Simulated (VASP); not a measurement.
# Pb (Fm-3m) in VASP: further runs

The runs below take Pb through single point, with PBE.

Everything below comes from runs of VASP 6.6.1. Logs are shortened: lines on timing, memory, paths and dates and some standing lists are left out, and cuts for length are marked.

### Step 1. The cell of the first run

Symmetry: Fm-3m, No. 225, cubic system. Conventional cell: a = 5.042 Å, b = 5.042 Å, c = 5.042 Å, α = 90.00°, β = 90.00°, γ = 90.00°. Within 4.7 Å of Pb (site symmetry m-3m) lie 12 Pb at 3.57 Å.

### Step 2. Single point, PBE

File INCAR:

```
PREC     = Accurate       # precision mode
ENCUT    = 520            # plane-wave cutoff, eV
EDIFF    = 1E-6           # SCF threshold, eV
ISMEAR   = 0              # smearing method
SIGMA    = 0.1            # smearing width, eV
LREAL    = F              # projectors in reciprocal space
LASPH    = T              # aspherical terms in the spheres
NELM     = 100            # most SCF steps
ALGO     = Fast           # electronic algorithm
ISIF     = 2              # what is computed and relaxed
LWAVE    = F              # write WAVECAR
LCHARG   = T              # write CHGCAR
GGA      = PE             # functional
LELF     = T              # ELF
LVHAR    = T            
NBANDS   = 13             # bands
```

File KPOINTS:

```
Automatic mesh
0
Gamma
  12 12 12
```

File POSCAR:

```
Pb
1.0
    3.5652333027      0.0000000000      0.0000000000
   -1.7826166514      3.0875826106      0.0000000000
    1.7826166514      1.0291942035      2.9110008019
Pb
1
Direct
    0.0000000000      0.0000000000      0.0000000000
```

Potentials or basis: VASP PAW PBE potentials, release 64 (Pb_d).

Command:

```bash
$ cat potpaw_PBE.64/Pb_d/POTCAR > POTCAR
$ mpirun -np 1 vasp_std > vasp.out
```

OUTCAR:

```text
PREC = Accurate
   ENCUT = 520
   EDIFF = 1E-6
   ISMEAR = 0
   LREAL = F
   LASPH = T
   NELM = 100
   ISIF = 2
   GGA = PE

 ion  position               nearest neighbor table
   1  0.000  0.000  0.000-

  LATTYP: Found a face centered cubic cell.
 ALAT       =     5.0420012897

  Lattice vectors:

 A1 = (  -3.5652333027,  -0.0000000000,   0.0000000000)
 A2 = (  -1.7826166513,   1.0291942035,   2.9110008019)
 A3 = (  -1.7826166514,   3.0875826106,   0.0000000000)

Analysis of symmetry for initial positions (statically):
=====================================================================
 Subroutine PRICEL returns:
 Original cell was already a primitive cell.

 Routine SETGRP: Setting up the symmetry group for a
 face centered cubic supercell.

 Subroutine GETGRP returns: Found 48 space group operations
 (whereof 48 operations were pure point group operations)
 out of a pool of 48 trial point group operations.

The static configuration has the point symmetry O_h .

Analysis of symmetry for dynamics (positions and initial velocities):
=====================================================================
 Subroutine PRICEL returns:
 Original cell was already a primitive cell.

 Routine SETGRP: Setting up the symmetry group for a
 face centered cubic supercell.

 Subroutine GETGRP returns: Found 48 space group operations
 (whereof 48 operations were pure point group operations)
 out of a pool of 48 trial point group operations.

The dynamic configuration has the point symmetry O_h .

 Subroutine INISYM returns: Found 48 space group operations
 (whereof 48 operations are pure point group operations),
 and found     1 'primitive' translations

----------------------------------------------------------------------------------------

                                     Primitive cell

  volume of cell :      32.0442

  direct lattice vectors                    reciprocal lattice vectors
     3.565233303  0.000000000  0.000000000     0.280486553  0.161938987 -0.229016312
    -1.782616651  3.087582611  0.000000000     0.000000000  0.323877974 -0.114508156
     1.782616651  1.029194203  2.911000802     0.000000000  0.000000000  0.343524467

  length of vectors
     3.565233303  3.565233303  3.565233303     0.396667887  0.343524467  0.343524467

  position of ions in fractional coordinates (direct lattice)
     0.000000000  0.000000000  0.000000000

  ion indices of the primitive-cell ions
   primitive index   ion index
                 1           1

----------------------------------------------------------------------------------------

 KPOINTS: Automatic mesh

Automatic generation of k-mesh.
 Grid dimensions read from file:
 generate k-points for:   12   12   12

 Generating k-lattice:

  Cartesian coordinates                     Fractional coordinates (reciprocal lattice)
     0.023373879  0.013494916 -0.019084693     0.083333333  0.000000000  0.000000000
     0.000000000  0.026989831 -0.009542346     0.000000000  0.083333333  0.000000000
     0.000000000  0.000000000  0.028627039     0.000000000  0.000000000  0.083333333

  Length of vectors
     0.033055657  0.028627039  0.028627039

  Shift w.r.t. Gamma in fractional coordinates (k-lattice)
     0.000000000  0.000000000  0.000000000

 Subroutine IBZKPT returns following result:
 ===========================================

 Found     72 irreducible k-points:

 Following reciprocal coordinates:
            Coordinates               Weight
  0.000000  0.000000  0.000000      1.000000
  0.083333  0.000000  0.000000      6.000000
  0.166667 -0.000000  0.000000      6.000000
  0.250000  0.000000 -0.000000      6.000000
  0.333333 -0.000000  0.000000      6.000000
  0.416667 -0.000000  0.000000      6.000000
[... 16 lines left out ...]
  0.166667  0.250000  0.000000     24.000000
  0.250000  0.250000  0.000000     24.000000
 [... further k-points ...]
   k-points           NKPTS =     72   k-points in BZ     NKDIM =     72   number of bands    NBANDS=     13
   number of dos      NEDOS =    301   number of ions     NIONS =      1
   total plane-waves  NPLWV =  21952
   dimension x,y,z NGX =    28 NGY =   28 NGZ =   28
   dimension x,y,z NGXF=    56 NGYF=   56 NGZF=   56
   ions per type =               1
   NGX,Y,Z   is equivalent  to a cutoff of  13.06, 13.06, 13.06 a.u.
   NGXF,Y,Z  is equivalent  to a cutoff of  26.11, 26.11, 26.11 a.u.
 SYSTEM =  unknown system
   PREC   = accura    normal or accurate (medium, high low for compatibility)
   ISTART =      0    job   : 0-new  1-cont  2-samecut
   ICHARG =      2    charge: 1-file 2-atom 10-const
   ISPIN  =      1    spin polarized calculation?
   LNONCOLLINEAR =      F non collinear calculations
   LSORBIT =      F    spin-orbit coupling
   LASPH  =      T    aspherical Exc in radial PAW
   ENCUT  =  520.0 eV  38.22 Ry    6.18 a.u.   6.63  6.63  6.63*2*pi/ulx,y,z
   NELM   =    100;   NELMIN=  2; NELMDL= -5     # of ELM steps
   EDIFF  = 0.1E-05   stopping-criterion for ELM
   LREAL  =      F    real-space projection
   EDIFFG = 0.1E-04   stopping-criterion for IOM
   NSW    =      0    number of steps for IOM
   IBRION =     -1    ionic relax: 0-MD 1-quasi-New 2-CG
   NFREE  =      0    steps in history (QN), initial steepest desc. (CG)
   ISIF   =      2    stress and relaxation
   ISYM   =      2    0-nonsym 1-usesym 2-fastsym
   POTIM  = 0.5000    time-step for ionic-motion
   TEBEG  =    0.0;   TEEND  =   0.0 temperature during run
   PSTRESS=    0.0 pullay stress
   NELECT =      14.0000    total number of electrons
   NUPDOWN=      -1.0000    fix difference up-down
   EMIN   =  10.00;   EMAX   =-10.00  energy-range for DOS
   EFERMI =   0.00;   METHOD = LEGACY
   ISMEAR =     0;   SIGMA  =   0.10  broadening in eV -4-tet -1-fermi 0-gaus
   EFERMI_NEDOS =   21; number of points for ismear=-14 and -15
   IALGO  =     68    algorithm
   IMIX   =      4    mixing-type and parameters
     AMIX     =   0.40;   BMIX     =  1.00
     AMIX_MAG =   1.60;   BMIX_MAG =  1.00
  volume/ion in A,a.u.               =      32.04       216.24
  Fermi-wavevector in a.u.,A,eV,Ry     =   1.242228  2.347470 20.995555  1.543130
  Thomas-Fermi vector in A             =   2.376591
   LORBIT       =      0    0 simple, 1 ext, 2 COOP (PROOUT), +10 PAW based schemes
   GGA     = PE    functional components
   LHFCALC =     F    Hartree Fock is set to
   AEXX    =    0.0000 exact exchange contribution
   IVDW    =     0    specifies the selected vdW correction
   LEPSILON=     F    determine dielectric tensor
   LRPA    =     F    only Hartree local field effects (RPA)
 non-spin polarized calculation
 RMM-DIIS sequential band-by-band and
 Gauss-broadening in eV      SIGMA  =   0.10
  energy-cutoff  :      520.00
  volume of cell :       32.04
 maximum number of plane-waves:       883
 NGX is ok and might be reduce to    28
   NGX = 13   NGY = 13   NGZ = 13

 number of electron      14.0000003 magnetization

 Free energy of the ion-electron system (eV)
  ---------------------------------------------------
  ext. energy  EPLUGINS =         0.00000000
  ---------------------------------------------------
  free energy    TOTEN  =        -3.55471141 eV

  energy without entropy =       -3.54899617  energy(sigma->0) =       -3.55185379

 E-fermi :   6.7234     XC(G=0):  -9.9212

 val. band max:        6.6988879917   @ k =   0.2500   0.4167   0.0000
 cond. band min:       6.8040295567   @ k =   0.3333   0.2500   0.1667
 fundamental gap:      0.1051415650
 Fermi energy:         6.7234241630

 k-point     1 :       0.0000    0.0000    0.0000
  band No.  band energies     occupation
      1     -10.3530      2.00000
      2     -10.3530      2.00000
      3     -10.3530      2.00000
      4     -10.2352      2.00000
      5     -10.2352      2.00000
      6      -4.7111      2.00000
      7      13.6691      0.00000
      8      13.6691      0.00000
      9      13.6691      0.00000
     10      16.4033      0.00000
     11      17.3224      0.00000
     12      18.7678      0.00000
     13      18.7678      0.00000

 k-point     2 :       0.0833    0.0000    0.0000
  band No.  band energies     occupation
      1     -10.3622      2.00000
      2     -10.3364      2.00000
      3     -10.3364      2.00000
      4     -10.2448      2.00000
      5     -10.2283      2.00000
      6      -4.5431      2.00000
      7      12.5921      0.00000
      8      12.9955      0.00000
      9      12.9955      0.00000
     10      15.7985      0.00000
     11      18.3552      0.00000
     12      19.3781      0.00000
     13      19.6551      0.00000

 k-point     3 :       0.1667   -0.0000    0.0000
  band No.  band energies     occupation
      1     -10.3872      2.00000
      2     -10.2904      2.00000
      3     -10.2904      2.00000
      4     -10.2727      2.00000
      5     -10.2091      2.00000
      6      -4.0403      2.00000
      7      10.7234      0.00000
      8      11.7077      0.00000
      9      11.7077      0.00000
     10      14.8843      0.00000
     11      16.2806      0.00000
     12      21.4129      0.00000
     13      21.5325      0.00000
[... 305 lines left out ...]
 k-point    23 :       0.1667    0.2500    0.0000
  band No.  band energies     occupation
      1     -10.3859      2.00000
      2     -10.3176      2.00000
      3     -10.2778      2.00000
      4     -10.2011      2.00000
      5     -10.1251      2.00000
      6      -2.0560      2.00000
      7       4.9201      2.00000
      8       9.8448      0.00000
      9      10.6438      0.00000
     10      14.1347      0.00000
     11      18.1838      0.00000
     12      19.5400      0.00000
     13      20.0039      0.00000

 k-point    24 :       0.2500    0.2500    0.0000
  band No.  band energies     occupation
      1     -10.4069      2.00000
      2     -10.3188      2.00000
      3     -10.2311      2.00000
      4     -10.1888      2.00000
      5     -10.1134      2.00000
      6      -1.0546      2.00000
      7       4.3590      2.00000
      8       7.6651      0.00000
      9       9.9456      0.00000
     10      13.3727      0.00000
     11      17.9546      0.00000
     12      20.6751      0.00000
     13      21.0612      0.00000

 [... further k-points ...]
[... 5 lines left out ...]
  --------------------------------------------------------------------------------------
  -------------------------------------------------------------------------------------
  Total        0.0373395      0.0373395      0.0373395     -0.0000000     -0.0000000      0.0000000
  in kB        1.8669375      1.8669375      1.8669375     -0.0000000     -0.0000000      0.0000000
  external PRESSURE =       1.8669375 kB  Pullay stress =       0.0000000 kB

 VOLUME and BASIS-vectors are now :
 -----------------------------------------------------------------------------
  energy-cutoff  :      520.00
  volume of cell :       32.04
      direct lattice vectors                 reciprocal lattice vectors
     3.565233303  0.000000000  0.000000000     0.280486553  0.161938987 -0.229016312
    -1.782616651  3.087582611  0.000000000     0.000000000  0.323877974 -0.114508156
     1.782616651  1.029194203  2.911000802     0.000000000  0.000000000  0.343524467

 POSITION                                       TOTAL-FORCE (eV/Angst)
 -----------------------------------------------------------------------------------
      0.00000      0.00000      0.00000         0.000000      0.000000      0.000000
 -----------------------------------------------------------------------------------
    total drift:                               -0.000000     -0.000000     -0.000000

  FREE ENERGIE OF THE ION-ELECTRON SYSTEM (eV)
  ---------------------------------------------------
  free  energy   TOTEN  =        -3.5547114066 eV

  energy  without entropy=       -3.5489961700  energy(sigma->0) =       -3.55185379
```

Run time: 34 s. Hardware: 1 thread of AMD EPYC 7R13 (Zen 3), shared host; peak memory 0.13 GiB.

Results:

| Property | Result |
| --- | --- |
| Free energy | -3.5547 eV |
| Pressure | 0.2 GPa |
| Band gap on the k mesh | zero (band 7 reaches 13.67 eV, above the bottom of band 8 at 5.25 eV) |

Levels at points of the mesh, in eV from the Fermi level:
```tsv
k point	band 4	band 5	band 6	band 7	band 8	band 9	band 10	band 11
(0.00, 0.00, 0.00)	-16.96	-16.96	-11.43	6.95	6.95	6.95	9.68	10.60
(0.50, 0.00, 0.00)	-16.81	-16.81	-6.84	-3.10	1.95	1.95	5.18	6.44
(0.00, 0.50, 0.00)	-16.84	-16.84	-8.12	-3.98	5.24	5.24	8.94	9.15
```

Caveat: spin-orbit coupling is left out, which moves the levels of the heavy elements.

### Step 3. Single point, PBE

File INCAR:

```
  PREC = Accurate
  ENCUT = 520
  EDIFF = 1E-7
  ISMEAR = 0
  SIGMA = 0.1
  LREAL = F
  LASPH = T
  NELM = 80
  ALGO = Normal
  ISIF = 2
  LWAVE = F
  LCHARG = F
  GGA = PE
  NBANDS = 13
```

File KPOINTS:

```
regular mesh
0
Gamma
  14 14 14
```

File POSCAR:

```
Pb
1.0
    0.0000000000      2.5210006449      2.5210006449
    2.5210006449      0.0000000000      2.5210006449
    2.5210006449      2.5210006449      0.0000000000
Pb
1
Direct
    0.0000000000      0.0000000000      0.0000000000
```

Potentials or basis: VASP PAW PBE potentials, release 64 (Pb_d).

Command:

```bash
$ cat potpaw_PBE.64/Pb_d/POTCAR > POTCAR
$ mpirun -np 1 vasp_std > vasp.out
```

OUTCAR:

```text
PREC = Accurate
   ENCUT = 520
   EDIFF = 1E-7
   ISMEAR = 0
   LREAL = F
   LASPH = T
   NELM = 80
   ISIF = 2
   GGA = PE

 ion  position               nearest neighbor table
   1  0.000  0.000  0.000-

  LATTYP: Found a face centered cubic cell.
 ALAT       =     5.0420012898

  Lattice vectors:

 A1 = (   0.0000000000,   2.5210006449,   2.5210006449)
 A2 = (   2.5210006449,   0.0000000000,   2.5210006449)
 A3 = (   2.5210006449,   2.5210006449,   0.0000000000)

Analysis of symmetry for initial positions (statically):
=====================================================================
 Subroutine PRICEL returns:
 Original cell was already a primitive cell.

 Routine SETGRP: Setting up the symmetry group for a
 face centered cubic supercell.

 Subroutine GETGRP returns: Found 48 space group operations
 (whereof 48 operations were pure point group operations)
 out of a pool of 48 trial point group operations.

The static configuration has the point symmetry O_h .

Analysis of symmetry for dynamics (positions and initial velocities):
=====================================================================
 Subroutine PRICEL returns:
 Original cell was already a primitive cell.

 Routine SETGRP: Setting up the symmetry group for a
 face centered cubic supercell.

 Subroutine GETGRP returns: Found 48 space group operations
 (whereof 48 operations were pure point group operations)
 out of a pool of 48 trial point group operations.

The dynamic configuration has the point symmetry O_h .

 Subroutine INISYM returns: Found 48 space group operations
 (whereof 48 operations are pure point group operations),
 and found     1 'primitive' translations

----------------------------------------------------------------------------------------

                                     Primitive cell

  volume of cell :      32.0442

  direct lattice vectors                    reciprocal lattice vectors
[... 108 lines left out ...]
  Thomas-Fermi vector in A             =   2.376591
   LORBIT       =      0    0 simple, 1 ext, 2 COOP (PROOUT), +10 PAW based schemes
   GGA     = PE    functional components
   LHFCALC =     F    Hartree Fock is set to
   AEXX    =    0.0000 exact exchange contribution
   IVDW    =     0    specifies the selected vdW correction
   LEPSILON=     F    determine dielectric tensor
   LRPA    =     F    only Hartree local field effects (RPA)
 non-spin polarized calculation
 Gauss-broadening in eV      SIGMA  =   0.10
  energy-cutoff  :      520.00
  volume of cell :       32.04
 maximum number of plane-waves:       886
   NGX = 13   NGY = 13   NGZ = 13

 number of electron      14.0000003 magnetization

 Free energy of the ion-electron system (eV)
  ---------------------------------------------------
  ext. energy  EPLUGINS =         0.00000000
  ---------------------------------------------------
  free energy    TOTEN  =        -3.56888388 eV

  energy without entropy =       -3.56660358  energy(sigma->0) =       -3.56774373

 E-fermi :   6.6852     XC(G=0):  -9.9225

 val. band max:        6.6776661707   @ k =   0.3571   0.2857   0.0000
 cond. band min:       6.7338611985   @ k =  -0.2857   0.2857   0.0714
 fundamental gap:      0.0561950278
 Fermi energy:         6.6851735666

 k-point     1 :       0.0000    0.0000    0.0000
  band No.  band energies     occupation
      1     -10.3572      2.00000
      2     -10.3572      2.00000
      3     -10.3572      2.00000
      4     -10.2393      2.00000
      5     -10.2393      2.00000
      6      -4.7129      2.00000
      7      13.6676      0.00000
      8      13.6676      0.00000
      9      13.6676      0.00000
     10      16.4022      0.00000
     11      17.3204      0.00000
     12      18.7662      0.00000
     13      18.7662      0.00000
[... 354 lines left out ...]
  band No.  band energies     occupation
      1     -10.3903      2.00000
      2     -10.3075      2.00000
      3     -10.2840      2.00000
      4     -10.2476      2.00000
      5     -10.1801      2.00000
      6      -3.3698      2.00000
      7       7.7931      0.00000
      8      11.1747      0.00000
      9      11.3576      0.00000
     10      14.9657      0.00000
     11      16.4623      0.00000
     12      19.8666      0.00000
     13      20.7629      0.00000

 [... further k-points ...]
[... 5 lines left out ...]
  --------------------------------------------------------------------------------------
  -------------------------------------------------------------------------------------
  Total       -0.0168193     -0.0168193     -0.0168193     -0.0000000     -0.0000000     -0.0000000
  in kB       -0.8409503     -0.8409503     -0.8409503     -0.0000000     -0.0000000     -0.0000000
  external PRESSURE =      -0.8409503 kB  Pullay stress =       0.0000000 kB

 VOLUME and BASIS-vectors are now :
 -----------------------------------------------------------------------------
  energy-cutoff  :      520.00
  volume of cell :       32.04
      direct lattice vectors                 reciprocal lattice vectors
     0.000000000  2.521000645  2.521000645    -0.198333944  0.198333944  0.198333944
     2.521000645  0.000000000  2.521000645     0.198333944 -0.198333944  0.198333944
     2.521000645  2.521000645  0.000000000     0.198333944  0.198333944 -0.198333944

 POSITION                                       TOTAL-FORCE (eV/Angst)
 -----------------------------------------------------------------------------------
      0.00000      0.00000      0.00000         0.000000     -0.000000      0.000000
 -----------------------------------------------------------------------------------
    total drift:                               -0.000000     -0.000000     -0.000000

  FREE ENERGIE OF THE ION-ELECTRON SYSTEM (eV)
  ---------------------------------------------------
  free  energy   TOTEN  =        -3.5688838777 eV

  energy  without entropy=       -3.5666035800  energy(sigma->0) =       -3.56774373
```

Wall time 50 s (1 thread of AMD EPYC 7R13 (Zen 3), shared host); peak memory 0.15 GiB.

Results:

- Free energy: -3.5689 eV
- Pressure: -0.1 GPa
- Band gap on the k mesh: zero (band 7 reaches 13.67 eV, above the bottom of band 8 at 5.23 eV)

Caveat: spin-orbit coupling is left out, which moves the levels of the heavy elements.
